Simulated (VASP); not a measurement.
A run of VASP 6.6.1 is set up as follows.

Contents of INCAR:

```
PREC = Accurate
ENCUT = 650
EDIFF = 1E-8
ISMEAR = -1
SIGMA = 0.02
LREAL = False
LASPH = True
NELM = 120
ALGO = Normal
ISIF = 2
LWAVE = False
LCHARG = False
LEFG = True
NBANDS = 13
GGA_COMPAT = False
```

Contents of KPOINTS:

```
Automatic mesh
0
Gamma
  7 7 7
```

Contents of POSCAR:

```
Li2S
1.0
    0.0000000000      2.8915569385      2.8915569385
    2.8915569385      0.0000000000      2.8915569385
    2.8915569385      2.8915569385      0.0000000000
Li S
2 1
Direct
    0.2500000000      0.2500000000      0.2500000000
    0.7500000000      0.7500000000      0.7500000000
    0.0000000000      0.0000000000      0.0000000000
```

Potentials or basis: VASP PAW LDA potentials, release 64 (Li_sv, S).

Run with:

```bash
$ cat potpaw_LDA.64/Li_sv/POTCAR potpaw_LDA.64/S/POTCAR > POTCAR
$ mpirun -np 1 vasp_std > vasp.out
```

Estimate the band gap on the k mesh.

3.34 eV, indirect (least direct gap 3.85 eV).

Estimate the pressure.

-4.3 GPa.

Caveat: without QUAD_EFG the Cq values of the log hold for a quadrupole moment of 1 mb, not for the nuclei. A k mesh can miss the band edges.
